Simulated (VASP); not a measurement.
A run of VASP 6.6.1 is set up as follows.

The input INCAR:

```
SYSTEM = Si
PREC = Accurate
ENCUT = 520
EDIFF = 1E-6
ISMEAR = 0
SIGMA = 0.15
LREAL = .FALSE.
LASPH = .TRUE.
NELM = 100
ALGO = Normal
ISIF = 2
LWAVE = .FALSE.
LCHARG = .TRUE.
LELF = .TRUE.
LVHAR = .TRUE.
NBANDS = 8
```

File KPOINTS:

```
Automatic mesh
0
G
  22 22 22
  0 0 0
```

POSCAR

```
Si
1.0
   -1.6879242399      1.5659056201      1.3203298500
    1.6879242399     -1.5659056201      1.3203298500
    1.6879242399      1.5659056201     -1.3203298500
Si
1
Direct
    0.0000000000      0.0000000000      0.0000000000
```

Potentials or basis: VASP PAW LDA potentials, release 64 (Si).

Launch:

```sh
$ cat potpaw_LDA.64/Si/POTCAR > POTCAR
$ mpirun -np 1 vasp_std > vasp.out
```

Problem. Predict the band gap on the k mesh.

Solution. Zero (band 2 reaches 20.43 eV, above the bottom of band 3 at 6.98 eV).

Problem. What does it give for the pressure?

Solution. 0.1 GPa.

Stress tensor (GPa, compression positive):
```
-3.22  0.00  0.00
 0.00  3.98  0.00
 0.00  0.00 -0.37
```

Caveat: the cell differs from its parent crystal (strain +0.0375 x Voigt [1, -1, 0, 0, 0, 0]).
